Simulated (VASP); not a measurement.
Here is a VASP 6.6.1 calculation.

INCAR

```
PREC = Accurate
ENCUT = 520
EDIFF = 1E-6
ISMEAR = -1
SIGMA = 0.05
LREAL = F
LASPH = T
NELM = 80
ALGO = Normal
ISIF = 2
LWAVE = F
LCHARG = F
GGA = PE
NBANDS = 15
```

Contents of KPOINTS:

```
regular mesh
0
Gamma
  13 13 13
```

The input POSCAR:

```
KCl
1.0
    0.0000000000      3.2105799778      3.2105799778
    3.2105799778      0.0000000000      3.2105799778
    3.2105799778      3.2105799778      0.0000000000
K Cl
1 1
Direct
    0.0000000000      0.0000000000      0.0000000000
    0.5000000000      0.5000000000      0.5000000000
```

Potentials or basis: VASP PAW PBE potentials, release 64 (K_sv, Cl).

Launch:

```bash
$ cat potpaw_PBE.64/K_sv/POTCAR potpaw_PBE.64/Cl/POTCAR > POTCAR
$ mpirun -np 1 vasp_std > vasp.out
```

(1) What does it give for the band gap on the k mesh?

(2) What does it give for the pressure?

Answers

(1) 4.98 eV, direct.

(2) -0.3 GPa.
